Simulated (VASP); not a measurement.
# H6C3O in VASP: notebook

H6C3O is run at these levels: PBE+D3(BJ); tasks: single point.

All numbers are computed with VASP 6.6.1; they aren't measurements. Logs are shortened: lines on timing, memory, paths and dates and some standing lists are left out, and cuts for length are marked.

## Step 1: The cell of the first run

The cell holds a disordered packing, 30 atoms: a = 7.542 Å, b = 7.542 Å, c = 7.542 Å, α = 90.00°, β = 90.00°, γ = 90.00°.

## Step 2: Single point, PBE+D3(BJ)

The input, INCAR:

```
SYSTEM = H6C3O
PREC = Accurate ; ENCUT = 1000
EDIFF = 1E-6 ; ISMEAR = -1
SIGMA = 0.02 ; LREAL = Auto
LASPH = .TRUE. ; NELM = 120
ALGO = Normal ; ISIF = 2
LWAVE = .FALSE. ; LCHARG = .FALSE.
GGA = PE ; IVDW = 12
NBANDS = 57 ; GGA_COMPAT = .FALSE.
```

The input, KPOINTS:

```
Automatic mesh
0
G
  1 1 1
  0 0 0
```

The input, POSCAR:

```
H6C3O
1.0
    7.5419870000      0.0000000000      0.0000000000
    0.0000000000      7.5419870000      0.0000000000
    0.0000000000      0.0000000000      7.5419870000
O C H
3 9 18
Direct
   -0.0199682126      0.9426958705      0.7419397567
    0.2094540868      0.4260415723      0.2272610653
    0.7516454218      0.6655805692      1.1890102701
    0.0001060728      0.8157531961      0.6394601317
    0.2793428310      0.2849912099      0.2140019600
    0.7494576694      0.6496431246      1.0305109250
    0.6890226674      0.2105811108      0.5025068327
    0.6833742885      0.1907720074      0.3283352252
    0.4534614021      0.7133796439      0.7095345033
    0.4912896296      0.7155806553      0.5379351622
    0.1221693965      0.3804302500      0.8029183821
    0.1573325438      0.3289716622      0.6402159007
    0.0731637432      0.8357744451      0.5174100671
   -0.0377884502      0.6761613352      0.6626635660
    0.3258822907      0.2261207822      0.3364895750
    0.2969376638      0.2116020619      0.0898569568
    0.8145200993      0.7546950160      0.9380286654
    0.6838516163      0.5328834431      0.9682329073
    0.6857344092      0.3391679142      0.5780041785
    0.6868746923      0.1009946053      0.5900832234
    0.6881210482      0.3122519304      0.2359325202
    0.6604625545      0.0509149645      0.2730049787
    0.5288526750      0.7918072519      0.8069226319
    0.3419125490      0.6356680275      0.7622792243
    0.5999612569      0.7931596806      0.4957181708
    0.4084467396      0.6562461590      0.4310667733
   -0.0041368409      0.3501597126      0.8512875983
    0.2079690670      0.4594412586      0.8895268581
    0.0537258948      0.2529572114      0.5818228008
    0.2783218799      0.3374972670      0.5524008461
```

Potentials or basis: VASP PAW PBE potentials, release 64 (O_h, C_h, H_h).

Command:

```console
cat potpaw_PBE.64/O_h/POTCAR potpaw_PBE.64/C_h/POTCAR potpaw_PBE.64/H_h/POTCAR > POTCAR
mpirun -np 1 vasp_gam > vasp.out
```

OUTCAR:

```text
SYSTEM = H6C3O
   PREC = Accurate
   ENCUT = 1000
   EDIFF = 1E-6
   ISMEAR = -1
   LREAL = Auto
   LASPH = .TRUE.
   NELM = 120
   ISIF = 2
   GGA = PE
   IVDW = 12
 IVDW          = 12

 ion  position               nearest neighbor table
   1  0.980  0.943  0.742-   4 1.24
   2  0.209  0.426  0.227-   5 1.19
   3  0.752  0.666  0.189-   6 1.20
   4  0.000  0.816  0.639-  13 1.08  14 1.10   1 1.24
   5  0.279  0.285  0.214-  15 1.08  16 1.10   2 1.19
   6  0.749  0.650  0.031-  18 1.11  17 1.16   3 1.20
   7  0.689  0.211  0.503-  20 1.06  19 1.12   8 1.32
   8  0.683  0.191  0.328-  22 1.15  21 1.15   7 1.32
   9  0.453  0.713  0.710-  24 1.10  23 1.10  10 1.33
  10  0.491  0.716  0.538-  25 1.06  26 1.11   9 1.33
  11  0.122  0.380  0.803-  27 1.05  28 1.10  12 1.31
  12  0.157  0.329  0.640-  29 1.06  30 1.13  11 1.31
  13  0.073  0.836  0.517-   4 1.08
  14  0.962  0.676  0.663-   4 1.10
  15  0.326  0.226  0.336-   5 1.08
  16  0.297  0.212  0.090-   5 1.10
  17  0.815  0.755  0.938-   6 1.16
  18  0.684  0.533  0.968-   6 1.11
[... 10 lines left out ...]
  29  0.054  0.253  0.582-  12 1.06
  30  0.278  0.337  0.552-  12 1.13

  LATTYP: Found a simple cubic cell.
 ALAT       =     7.5419870000

  Lattice vectors:

 A1 = (   7.5419870000,   0.0000000000,   0.0000000000)
 A2 = (   0.0000000000,   7.5419870000,   0.0000000000)
 A3 = (   0.0000000000,   0.0000000000,   7.5419870000)

Analysis of symmetry for initial positions (statically):
=====================================================================
 Subroutine PRICEL returns:
 Original cell was already a primitive cell.

 Routine SETGRP: Setting up the symmetry group for a
 simple cubic supercell.

 Subroutine GETGRP returns: Found  1 space group operations
 (whereof  1 operations were pure point group operations)
 out of a pool of 48 trial point group operations.

The static configuration has the point symmetry C_1 .

Analysis of symmetry for dynamics (positions and initial velocities):
=====================================================================
 Subroutine PRICEL returns:
 Original cell was already a primitive cell.

 Routine SETGRP: Setting up the symmetry group for a
 simple cubic supercell.

 Subroutine GETGRP returns: Found  1 space group operations
 (whereof  1 operations were pure point group operations)
 out of a pool of 48 trial point group operations.

The dynamic configuration has the point symmetry C_1 .

 Subroutine INISYM returns: Found  1 space group operations
 (whereof  1 operations are pure point group operations),
 and found     1 'primitive' translations

----------------------------------------------------------------------------------------

                                     Primitive cell

  volume of cell :     429.0000

  direct lattice vectors                    reciprocal lattice vectors
     7.541987000  0.000000000  0.000000000     0.132591053  0.000000000  0.000000000
     0.000000000  7.541987000  0.000000000     0.000000000  0.132591053  0.000000000
     0.000000000  0.000000000  7.541987000     0.000000000  0.000000000  0.132591053

  length of vectors
     7.541987000  7.541987000  7.541987000     0.132591053  0.132591053  0.132591053

  position of ions in fractional coordinates (direct lattice)
     0.980031787  0.942695871  0.741939757
     0.209454087  0.426041572  0.227261065
     0.751645422  0.665580569  0.189010270
     0.000106073  0.815753196  0.639460132
     0.279342831  0.284991210  0.214001960
     0.749457669  0.649643125  0.030510925
[... 22 lines left out ...]
     0.053725895  0.252957211  0.581822801
     0.278321880  0.337497267  0.552400846

  ion indices of the primitive-cell ions
   primitive index   ion index
                 1           1
                 2           2
                 3           3
                 4           4
                 5           5
                 6           6
[... 22 lines left out ...]
                29          29
                30          30

----------------------------------------------------------------------------------------

 KPOINTS: Automatic mesh

Automatic generation of k-mesh.
 Grid dimensions read from file:
 generate k-points for:    1    1    1

 Generating k-lattice:

  Cartesian coordinates                     Fractional coordinates (reciprocal lattice)
     0.132591053  0.000000000  0.000000000     1.000000000  0.000000000  0.000000000
     0.000000000  0.132591053  0.000000000     0.000000000  1.000000000  0.000000000
     0.000000000  0.000000000  0.132591053     0.000000000  0.000000000  1.000000000

  Length of vectors
     0.132591053  0.132591053  0.132591053

  Shift w.r.t. Gamma in fractional coordinates (k-lattice)
     0.000000000  0.000000000  0.000000000

 Subroutine IBZKPT returns following result:
 ===========================================

 Found      1 irreducible k-points:

 Following reciprocal coordinates:
            Coordinates               Weight
  0.000000  0.000000  0.000000      1.000000
   k-points           NKPTS =      1   k-points in BZ     NKDIM =      1   number of bands    NBANDS=     57
   number of dos      NEDOS =    301   number of ions     NIONS =     30
   total plane-waves  NPLWV = 512000
   dimension x,y,z NGX =    80 NGY =   80 NGZ =   80
   dimension x,y,z NGXF=   160 NGYF=  160 NGZF=  160
   ions per type =               3   9  18
   NGX,Y,Z   is equivalent  to a cutoff of  17.63, 17.63, 17.63 a.u.
   NGXF,Y,Z  is equivalent  to a cutoff of  35.27, 35.27, 35.27 a.u.
 SYSTEM =  H6C3O
   PREC   = accura    normal or accurate (medium, high low for compatibility)
   ISTART =      0    job   : 0-new  1-cont  2-samecut
   ICHARG =      2    charge: 1-file 2-atom 10-const
   ISPIN  =      1    spin polarized calculation?
   LNONCOLLINEAR =      F non collinear calculations
   LSORBIT =      F    spin-orbit coupling
   LASPH  =      T    aspherical Exc in radial PAW
   ENCUT  = 1000.0 eV  73.50 Ry    8.57 a.u.  19.45 19.45 19.45*2*pi/ulx,y,z
   NELM   =    120;   NELMIN=  2; NELMDL= -5     # of ELM steps
   EDIFF  = 0.1E-05   stopping-criterion for ELM
   LREAL  =      T    real-space projection
   EDIFFG = 0.1E-04   stopping-criterion for IOM
   NSW    =      0    number of steps for IOM
   IBRION =     -1    ionic relax: 0-MD 1-quasi-New 2-CG
   NFREE  =      0    steps in history (QN), initial steepest desc. (CG)
   ISIF   =      2    stress and relaxation
   ISYM   =      2    0-nonsym 1-usesym 2-fastsym
   POTIM  = 0.5000    time-step for ionic-motion
   TEBEG  =    0.0;   TEEND  =   0.0 temperature during run
   PSTRESS=    0.0 pullay stress
   NELECT =      72.0000    total number of electrons
   NUPDOWN=      -1.0000    fix difference up-down
   EMIN   =  10.00;   EMAX   =-10.00  energy-range for DOS
   EFERMI =   0.00;   METHOD = LEGACY
   ISMEAR =    -1;   SIGMA  =   0.02  broadening in eV -4-tet -1-fermi 0-gaus
   EFERMI_NEDOS =   21; number of points for ismear=-14 and -15
   IALGO  =     38    algorithm
   IMIX   =      4    mixing-type and parameters
     AMIX     =   0.40;   BMIX     =  1.00
     AMIX_MAG =   1.60;   BMIX_MAG =  1.00
  volume/ion in A,a.u.               =      14.30        96.50
  Fermi-wavevector in a.u.,A,eV,Ry     =   0.903025  1.706470 11.094933  0.815455
  Thomas-Fermi vector in A             =   2.026300
   LORBIT       =      0    0 simple, 1 ext, 2 COOP (PROOUT), +10 PAW based schemes
   GGA     = PE    functional components
   LHFCALC =     F    Hartree Fock is set to
   AEXX    =    0.0000 exact exchange contribution
   IVDW    =    12    specifies the selected vdW correction
   LEPSILON=     F    determine dielectric tensor
   LRPA    =     F    only Hartree local field effects (RPA)
 non-spin polarized calculation
  energy-cutoff  :     1000.00
  volume of cell :      429.00
 maximum number of plane-waves:     15516
 NGX is ok and might be reduce to    80
   NGX = 39   NGY = 39   NGZ = 39

 number of electron      72.0000002 magnetization

 Free energy of the ion-electron system (eV)
  ---------------------------------------------------
  ext. energy  EPLUGINS =         0.00000000
  ---------------------------------------------------
  free energy    TOTEN  =      -162.30251271 eV

  energy without entropy =     -162.30251271  energy(sigma->0) =     -162.30251271

 E-fermi :  -2.6519     XC(G=0):  -5.9001

 val. band max:       -3.1951291900   @ k =   0.0000   0.0000   0.0000
 cond. band min:       0.1465429869   @ k =   0.0000   0.0000   0.0000
 fundamental gap:      3.3416721769
 Fermi energy:        -2.6519276367

 k-point     1 :       0.0000    0.0000    0.0000
  band No.  band energies     occupation
      1     -24.0202      2.00000
      2     -23.8955      2.00000
      3     -23.3503      2.00000
      4     -16.1492      2.00000
      5     -16.0090      2.00000
      6     -15.9708      2.00000
[... 40 lines left out ...]
     47       3.9770      0.00000
     48       4.2388      0.00000
 [bands above 48 left out]

------------------------ aborting loop because EDIFF is reached ----------------------------------------

 Edisp (eV)   -1.11357

 E8    (eV) :    -0.2574

  FORCE on cell =-STRESS in cart. coord.  units (eV):
  Direction    XX          YY          ZZ          XY          YZ          ZX
  --------------------------------------------------------------------------------------
  -------------------------------------------------------------------------------------
  Total       2.14084    -1.90418     2.98592    -0.50248    -2.12565    -0.61245
  in kB       7.99536    -7.11151    11.15147    -1.87661    -7.93863    -2.28732
  external pressure =        4.01 kB  Pullay stress =        0.00 kB

 VOLUME and BASIS-vectors are now :
 -----------------------------------------------------------------------------
  energy-cutoff  :     1000.00
  volume of cell :      429.00
      direct lattice vectors                 reciprocal lattice vectors
     7.541987000  0.000000000  0.000000000     0.132591053  0.000000000  0.000000000
     0.000000000  7.541987000  0.000000000     0.000000000  0.132591053  0.000000000
     0.000000000  0.000000000  7.541987000     0.000000000  0.000000000  0.132591053

 POSITION                                       TOTAL-FORCE (eV/Angst)
 -----------------------------------------------------------------------------------
      7.39139      7.10980      5.59570        -0.249200     -1.748107     -0.842201
      1.57970      3.21320      1.71400        -0.892743      1.884829     -0.513935
      5.66890      5.01980      1.42551         0.025832      0.167875      0.711865
      0.00080      6.15240      4.82280         0.305234      1.624663      1.228435
      2.10680      2.14940      1.61400         0.226599     -0.743431      0.580649
      5.65240      4.89960      0.23011         0.594968      0.721024     -1.016959
[... 22 lines left out ...]
      0.40520      1.90780      4.38810        -0.620886     -0.505036     -0.738693
      2.09910      2.54540      4.16620        -0.709958      0.463373      1.295885
 -----------------------------------------------------------------------------------
    total drift:                               -0.000621     -0.005912      0.002536

  FREE ENERGIE OF THE ION-ELECTRON SYSTEM (eV)
  ---------------------------------------------------
  free  energy   TOTEN  =      -163.4160855210 eV

  energy  without entropy=     -163.4160855210  energy(sigma->0) =     -163.41608552
```

It took 58 s on 1 thread of Intel Xeon 6975P-C (Granite Rapids), shared host; peak memory 0.93 GiB.

What came out:

```
Free energy                : -163.4161 eV
Pressure                   : 0.4 GPa
Largest force              : 2.148 eV/Å
Dispersion energy per atom : -0.037 eV
```

Forces on the atoms (eV/Å):
```
O   -0.249 -1.748 -0.842
O   -0.893  1.885 -0.514
O    0.026  0.168  0.712
C    0.305  1.625  1.228
C    0.227 -0.743  0.581
C    0.595  0.721 -1.017
C   -0.194  1.619  0.835
C   -0.420 -0.017 -1.648
C   -0.587 -0.278  0.672
C   -1.061 -0.238 -0.435
C    1.611  1.147  0.420
C    1.191 -0.532 -1.533
H    0.285  0.121 -0.889
H   -0.369 -0.073  0.433
H    0.536 -1.013  0.465
H    0.046 -0.168 -0.677
H   -0.510 -0.866  0.640
H    0.012 -0.023 -0.267
H    0.320 -0.545 -0.924
H   -0.094 -1.107  0.593
H   -0.101 -1.475  0.883
H    0.565  1.541  0.258
H   -0.046 -0.235 -0.280
H    0.245  0.309 -0.115
H    1.009  0.619 -0.646
H    0.439 -0.054  0.711
H   -1.508 -0.383  0.886
H   -0.049 -0.216 -0.085
H   -0.621 -0.505 -0.739
H   -0.710  0.463  1.296
```

Stress tensor (GPa, compression positive):
```
 0.80 -0.19 -0.23
-0.19 -0.71 -0.79
-0.23 -0.79  1.12
```

Caveat: the k points lie up to 0.83 Å⁻¹ apart, too coarse for converged energies, forces and pressures.

(Continued in part 2 of 2.)
